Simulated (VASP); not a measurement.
Set up this calculation in VASP 6.6.1, as the native input.

```yaml
Task: single point
Functional: LDA
Potentials_or_basis: VASP PAW LDA potentials, release 64 (Cl, Al, Sr_sv)
Cutoff: 520 eV
k_mesh: 7 × 7 × 6
Occupations: fermi-dirac, width 0.1 eV
Spin: no spin polarisation
Dipole_correction: no
Further_INCAR_settings: ALGO = Normal; EDIFF = 1e-06; NBANDS = 23
```

The structure of SrAl2Cl2 lies in POSCAR:

```
SrAl2Cl2
1.0
    2.5167082629      4.3590665792      0.0000000000
   -2.5167082629      4.3590665792      0.0000000000
    0.0000000000      0.0000000000      5.1461918448
Cl Al Sr
2 2 1
Direct
    0.3333333333      0.3333333333      0.0011674863
    0.6666666667      0.6666666667      0.9988325137
    0.3333333333      0.3333333333      0.4995564014
    0.6666666667      0.6666666667      0.5004435986
    0.0000000000      0.0000000000      0.0000000000
```

One way to write it, as run:

INCAR

```
  ALGO = Normal
  EDIFF = 1E-6
  ENCUT = 520
  ISIF = 2
  ISMEAR = -1
  LASPH = True
  LCHARG = False
  LREAL = False
  LWAVE = False
  NBANDS = 23
  NELM = 100
  PREC = Accurate
  SIGMA = 0.1
```

KPOINTS

```
k-points
0
Gamma
  7 7 6
```

Potentials or basis: VASP PAW LDA potentials, release 64 (Cl, Al, Sr_sv).

Command:

```bash
$ cat potpaw_LDA.64/Cl/POTCAR potpaw_LDA.64/Al/POTCAR potpaw_LDA.64/Sr_sv/POTCAR > POTCAR
$ mpirun -np 1 vasp_std > vasp.out
```

Results of the run:

```
Pressure               : 0.1 GPa
Band gap on the k mesh : zero (band 15 reaches 5.80 eV, above the bottom of band 16 at 5.28 eV)
```

It took 46 s on 1 thread of AMD EPYC 9R45 96-Core Processor (Zen 5) (shared host), peak memory 0.23 GiB.
